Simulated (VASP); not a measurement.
# Bi (P2_1/m) in VASP: a series of runs

Bi is run at these levels: r2SCAN; tasks: single point.

Program: VASP 6.6.1. These are calculated values, not measurements. Logs are shortened: lines on timing, memory, paths and dates and some standing lists are left out, and cuts for length are marked.

**1. The cell of the first run**

The typed cell holds 4 atoms: a = 4.531 Å, b = 4.530 Å, c = 6.516 Å, α = 90.00°, β = 90.07°, γ = 90.00°.

**2. Single point, r2SCAN (33.44 Å³/atom)**

POSCAR

```
Bi
1.0
    4.5296554994      0.0000000000      0.1158579367
    0.0000000000      4.5302219774      0.0000000000
   -0.1744542282      0.0000000000      6.5136909225
Bi
4
Direct
    0.7497728594      0.7500000000      0.7499596280
    0.2502271406      0.2500000000      0.2500403720
    0.7497097661      0.7500000000      0.2504258898
    0.2502902339      0.2500000000      0.7495741102
```

INCAR.step1

```
SYSTEM = Bi
PREC = Accurate
ENCUT = 550
ISMEAR = -1
SIGMA = 0.1
LREAL = .False.
LASPH = .True.
NELM = 120
NBANDS = 38
GGA = PE
ALGO = Normal
EDIFF = 1E-5
LWAVE = .True.
LCHARG = .False.
GGA_COMPAT = .False.
```

INCAR.step2

```
SYSTEM = Bi
PREC = Accurate
ENCUT = 550
EDIFF = 1E-6
ISMEAR = -1
SIGMA = 0.1
LREAL = .False.
LASPH = .True.
NELM = 120
ALGO = Normal
ISIF = 2
LWAVE = .False.
LCHARG = .False.
METAGGA = R2SCAN
LMIXTAU = .True.
NBANDS = 38
ISTART = 1
GGA_COMPAT = .False.
```

KPOINTS

```
regular mesh
0
Gamma
  6 6 4
  0 0 0
```

Potentials or basis: VASP PAW PBE potentials, release 64 (Bi_d).

On the command line:

```console
> cat potpaw_PBE.64/Bi_d/POTCAR > POTCAR
> cp INCAR.step1 INCAR
> mpirun -np 1 vasp_std > vasp.out
> cp INCAR.step2 INCAR
> mpirun -np 1 vasp_std > vasp.out
```

OUTCAR:

```text
SYSTEM = Bi
   PREC = Accurate
   ENCUT = 550
   EDIFF = 1E-6
   ISMEAR = -1
   LREAL = .False.
   LASPH = .True.
   NELM = 120
   ISIF = 2
   METAGGA = R2SCAN
   ISTART = 1

 ion  position               nearest neighbor table
   1  0.750  0.750  0.750-   4 3.20   4 3.20   4 3.21   4 3.21   3 3.25   3 3.26
   2  0.250  0.250  0.250-   3 3.20   3 3.20   3 3.21   3 3.21   4 3.25   4 3.26
   3  0.750  0.750  0.250-   2 3.20   2 3.20   2 3.21   2 3.21   1 3.25   1 3.26
   4  0.250  0.250  0.750-   1 3.20   1 3.20   1 3.21   1 3.21   2 3.25   2 3.26

  LATTYP: Found a simple monoclinic cell.
 ALAT       =     4.5311369439
 B/A-ratio  =     0.9997980713
 C/A-ratio  =     1.4380555613
 COS(beta)  =    -0.0012042253

  Lattice vectors:

 A1 = (   4.5296554994,   0.0000000000,   0.1158579367)
 A2 = (   0.0000000000,   4.5302219774,   0.0000000000)
 A3 = (  -0.1744542282,   0.0000000000,   6.5136909225)

Analysis of symmetry for initial positions (statically):
=====================================================================
 Subroutine PRICEL returns:
 Original cell was already a primitive cell.

 Routine SETGRP: Setting up the symmetry group for a
 simple monoclinic supercell.

 Subroutine GETGRP returns: Found  4 space group operations
 (whereof  2 operations were pure point group operations)
 out of a pool of  4 trial point group operations.

The static configuration has the point symmetry S_2 .
 The point group associated with its full space group is C_2h.

Analysis of symmetry for dynamics (positions and initial velocities):
=====================================================================
 Subroutine PRICEL returns:
 Original cell was already a primitive cell.

 Routine SETGRP: Setting up the symmetry group for a
 simple monoclinic supercell.

 Subroutine GETGRP returns: Found  4 space group operations
 (whereof  2 operations were pure point group operations)
 out of a pool of  4 trial point group operations.

The dynamic configuration has the point symmetry S_2 .
 The point group associated with its full space group is C_2h.

 Subroutine INISYM returns: Found  4 space group operations
 (whereof  2 operations are pure point group operations),
 and found     1 'primitive' translations

----------------------------------------------------------------------------------------

                                     Primitive cell

  volume of cell :     133.7547

  direct lattice vectors                    reciprocal lattice vectors
     4.529655499  0.000000000  0.115857937     0.220616210  0.000000000  0.005908698
     0.000000000  4.530221977  0.000000000     0.000000000  0.220739735  0.000000000
    -0.174454228  0.000000000  6.513690923    -0.003924064  0.000000000  0.153417692

  length of vectors
     4.531136944  4.530221977  6.516026681     0.220695322  0.220739735  0.153467868

  position of ions in fractional coordinates (direct lattice)
     0.749772859  0.750000000  0.749959628
     0.250227141  0.250000000  0.250040372
     0.749709766  0.750000000  0.250425890
     0.250290234  0.250000000  0.749574110

  ion indices of the primitive-cell ions
   primitive index   ion index
                 1           1
                 2           2
                 3           3
                 4           4

----------------------------------------------------------------------------------------

 KPOINTS: regular mesh

Automatic generation of k-mesh.
 Grid dimensions read from file:
 generate k-points for:    6    6    4

 Generating k-lattice:

  Cartesian coordinates                     Fractional coordinates (reciprocal lattice)
     0.036769368  0.000000000  0.000984783     0.166666667  0.000000000 -0.000000000
     0.000000000  0.036789956  0.000000000     0.000000000  0.166666667  0.000000000
    -0.000981016  0.000000000  0.038354423     0.000000000  0.000000000  0.250000000

  Length of vectors
     0.036782554  0.036789956  0.038366967

  Shift w.r.t. Gamma in fractional coordinates (k-lattice)
     0.000000000  0.000000000  0.000000000

 Subroutine IBZKPT returns following result:
 ===========================================

 Found     56 irreducible k-points:

 Following reciprocal coordinates:
            Coordinates               Weight
  0.000000  0.000000  0.000000      1.000000
  0.166667  0.000000  0.000000      2.000000
  0.333333  0.000000  0.000000      2.000000
  0.500000  0.000000  0.000000      1.000000
  0.000000  0.166667  0.000000      2.000000
  0.166667  0.166667  0.000000      4.000000
[... 16 lines left out ...]
  0.000000  0.166667  0.250000      4.000000
  0.166667  0.166667  0.250000      4.000000
 [... further k-points ...]
   k-points           NKPTS =     56   k-points in BZ     NKDIM =     56   number of bands    NBANDS=     38
   number of dos      NEDOS =    301   number of ions     NIONS =      4
   total plane-waves  NPLWV =  64800
   dimension x,y,z NGX =    36 NGY =   36 NGZ =   50
   dimension x,y,z NGXF=    72 NGYF=   72 NGZF=  100
   ions per type =               4
   NGX,Y,Z   is equivalent  to a cutoff of  13.21, 13.21, 12.76 a.u.
   NGXF,Y,Z  is equivalent  to a cutoff of  26.42, 26.42, 25.51 a.u.
 SYSTEM =  Bi
   PREC   = accura    normal or accurate (medium, high low for compatibility)
   ISTART =      1    job   : 0-new  1-cont  2-samecut
   ICHARG =      0    charge: 1-file 2-atom 10-const
   ISPIN  =      1    spin polarized calculation?
   LNONCOLLINEAR =      F non collinear calculations
   LSORBIT =      F    spin-orbit coupling
   LASPH  =      T    aspherical Exc in radial PAW
   ENCUT  =  550.0 eV  40.42 Ry    6.36 a.u.   8.66  8.66 12.46*2*pi/ulx,y,z
   NELM   =    120;   NELMIN=  2; NELMDL=  0     # of ELM steps
   EDIFF  = 0.1E-05   stopping-criterion for ELM
   LREAL  =      F    real-space projection
   EDIFFG = 0.1E-04   stopping-criterion for IOM
   NSW    =      0    number of steps for IOM
   IBRION =     -1    ionic relax: 0-MD 1-quasi-New 2-CG
   NFREE  =      0    steps in history (QN), initial steepest desc. (CG)
   ISIF   =      2    stress and relaxation
   ISYM   =      2    0-nonsym 1-usesym 2-fastsym
   POTIM  = 0.5000    time-step for ionic-motion
   TEBEG  =    0.0;   TEEND  =   0.0 temperature during run
   PSTRESS=    0.0 pullay stress
   NELECT =      60.0000    total number of electrons
   NUPDOWN=      -1.0000    fix difference up-down
   EMIN   =  10.00;   EMAX   =-10.00  energy-range for DOS
   EFERMI =   0.00;   METHOD = LEGACY
   ISMEAR =    -1;   SIGMA  =   0.10  broadening in eV -4-tet -1-fermi 0-gaus
   EFERMI_NEDOS =   21; number of points for ismear=-14 and -15
   IALGO  =     38    algorithm
   IMIX   =      4    mixing-type and parameters
     AMIX     =   0.40;   BMIX     =  1.00
     AMIX_MAG =   1.60;   BMIX_MAG =  1.00
  volume/ion in A,a.u.               =      33.44       225.66
  Fermi-wavevector in a.u.,A,eV,Ry     =   1.253205  2.368214 21.368265  1.570523
  Thomas-Fermi vector in A             =   2.387069
   LORBIT       =      0    0 simple, 1 ext, 2 COOP (PROOUT), +10 PAW based schemes
   METAGGA = R2SCAN    functional components
   LHFCALC =     F    Hartree Fock is set to
   AEXX    =    0.0000 exact exchange contribution
   IVDW    =     0    specifies the selected vdW correction
   LEPSILON=     F    determine dielectric tensor
   LRPA    =     F    only Hartree local field effects (RPA)
 non-spin polarized calculation
  energy-cutoff  :      550.00
  volume of cell :      133.75
 maximum number of plane-waves:      3952
 NGX is ok and might be reduce to    36
   NGX = 17   NGY = 17   NGZ = 25

 number of electron      60.0000015 magnetization

 Free energy of the ion-electron system (eV)
  ---------------------------------------------------
  ext. energy  EPLUGINS =         0.00000000
  ---------------------------------------------------
  free energy    TOTEN  =      -233.72575650 eV

  energy without entropy =     -233.64878440  energy(sigma->0) =     -233.68727045

 E-fermi :   6.8051     XC(G=0): -10.5245

 val. band max:        6.8020625107   @ k =   0.5000   0.3333   0.5000
 cond. band min:       6.8167754094   @ k =   0.5000   0.3333   0.5000
 fundamental gap:      0.0147128987
 Fermi energy:         6.8050873371

 k-point     1 :       0.0000    0.0000    0.0000
  band No.  band energies     occupation
      1     -16.9231      2.00000
      2     -16.9082      2.00000
      3     -16.8813      2.00000
      4     -16.7559      2.00000
      5     -16.7413      2.00000
      6     -16.7185      2.00000
[... 30 lines left out ...]
     37      12.5404      0.00000
     38      12.6610      0.00000

 k-point     2 :       0.1667    0.0000    0.0000
  band No.  band energies     occupation
      1     -16.8887      2.00000
      2     -16.8742      2.00000
      3     -16.8680      2.00000
      4     -16.7380      2.00000
      5     -16.7241      2.00000
      6     -16.7116      2.00000
[... 30 lines left out ...]
     37      12.1184      0.00000
     38      12.8278      0.00000

 k-point     3 :       0.3333    0.0000    0.0000
  band No.  band energies     occupation
      1     -16.8327      2.00000
      2     -16.7929      2.00000
      3     -16.7797      2.00000
      4     -16.7423      2.00000
      5     -16.6919      2.00000
      6     -16.6899      2.00000
[... 30 lines left out ...]
     37      12.7339      0.00000
     38      12.8260      0.00000

 k-point     4 :       0.5000    0.0000    0.0000
  band No.  band energies     occupation
      1     -16.7869      2.00000
      2     -16.7860      2.00000
      3     -16.6634      2.00000
      4     -16.6630      2.00000
      5     -16.6596      2.00000
      6     -16.6588      2.00000
[... 30 lines left out ...]
     37      12.9891      0.00000
     38      12.9981      0.00000
[... 703 lines left out ...]
      4     -16.7360      2.00000
      5     -16.7261      2.00000
      6     -16.6955      2.00000
[... 30 lines left out ...]
     37      11.7437      0.00000
     38      12.1466      0.00000

 k-point    23 :       0.0000    0.1667    0.2500
  band No.  band energies     occupation
      1     -16.8866      2.00000
      2     -16.8764      2.00000
      3     -16.8256      2.00000
      4     -16.7360      2.00000
      5     -16.7261      2.00000
      6     -16.6955      2.00000
[... 30 lines left out ...]
     37      11.7506      0.00000
     38      12.1459      0.00000

 k-point    24 :       0.1667    0.1667    0.2500
  band No.  band energies     occupation
      1     -16.8773      2.00000
      2     -16.8535      2.00000
      3     -16.7936      2.00000
      4     -16.7201      2.00000
      5     -16.7110      2.00000
      6     -16.7062      2.00000
[... 30 lines left out ...]
     37      11.8723      0.00000
     38      12.3647      0.00000

 [... further k-points ...]

------------------------ aborting loop because EDIFF is reached ----------------------------------------

  FORCE on cell =-STRESS in cart. coord.  units (eV):
  Direction    XX          YY          ZZ          XY          YZ          ZX
  --------------------------------------------------------------------------------------
  -------------------------------------------------------------------------------------
  Total        1.3679329      1.3723447      1.3011914      0.0000000      0.0000000      0.0089618
  in kB       16.3857437     16.4385905     15.5862824      0.0000000      0.0000000      0.1073489
  external PRESSURE =      16.1368722 kB  Pullay stress =       0.0000000 kB

 VOLUME and BASIS-vectors are now :
 -----------------------------------------------------------------------------
  energy-cutoff  :      550.00
  volume of cell :      133.75
      direct lattice vectors                 reciprocal lattice vectors
     4.529655499  0.000000000  0.115857937     0.220616210  0.000000000  0.005908698
     0.000000000  4.530221977  0.000000000     0.000000000  0.220739735  0.000000000
    -0.174454228  0.000000000  6.513690923    -0.003924064  0.000000000  0.153417692

 POSITION                                       TOTAL-FORCE (eV/Angst)
 -----------------------------------------------------------------------------------
      3.26538      3.39767      4.97187         0.001808     -0.000000      0.001936
      1.08982      1.13256      1.65768        -0.001808      0.000000     -0.001936
      3.35224      3.39767      1.71806         0.001945     -0.000000     -0.001714
      1.00296      1.13256      4.91149        -0.001945      0.000000      0.001714
 -----------------------------------------------------------------------------------
    total drift:                                0.000000      0.000000     -0.000000

  FREE ENERGIE OF THE ION-ELECTRON SYSTEM (eV)
  ---------------------------------------------------
  free  energy   TOTEN  =      -233.7257565020 eV

  energy  without entropy=     -233.6487844037  energy(sigma->0) =     -233.68727045
```

It took 29 min on 1 thread of AMD EPYC 7R13, shared host; peak memory 0.36 GiB.

Results:

* Free energy: -233.7258 eV
* Pressure: 1.6 GPa
* Band gap on the k mesh: zero (bands 30 and 31 overlap by 0.44 eV)

Forces on the atoms (eV/Å):
```
Bi   0.002  0.000  0.002
Bi  -0.002  0.000 -0.002
Bi   0.002  0.000 -0.002
Bi  -0.002  0.000  0.002
```

Levels at points of the mesh, in eV from the Fermi level:
```
           k point  band 26  band 27  band 28  band 29  band 30  band 31  band 32  band 33  band 34  band 35
(0.00, 0.00, 0.00)    -3.39    -3.39    -1.65    -1.65    -1.39     3.08     3.08     3.54     3.54     5.49
(0.50, 0.00, 0.00)    -3.67    -1.00    -0.99    -0.96    -0.96     0.86     0.88     1.14     1.14     4.88
(0.00, 0.50, 0.00)    -3.67    -1.00    -1.00    -0.96    -0.96     0.87     0.87     1.14     1.14     4.88
(0.50, 0.50, 0.00)    -5.38    -3.55    -3.55    -3.32    -3.32     3.03     3.03     5.19     5.19     5.68
(0.00, 0.00, 0.50)    -2.65    -2.64    -2.64    -2.02    -2.01     2.24     2.27     3.85     3.86     4.37
(0.50, 0.00, 0.50)    -0.32    -0.30    -0.29    -0.23    -0.22    -0.21    -0.20    -0.15    -0.14    -0.13
(0.00, 0.50, 0.50)    -0.32    -0.30    -0.30    -0.22    -0.22    -0.21    -0.21    -0.14    -0.14    -0.13
(0.50, 0.50, 0.50)    -4.62    -4.61    -4.61     0.12     0.12     0.13     0.13     5.72     5.72     5.72
```

Caveat: the PAW data sets were made with another functional, which shifts forces and pressure a little; spin-orbit coupling is left out, which moves the levels of the heavy elements.

(Part 1 of 2 ends here.)
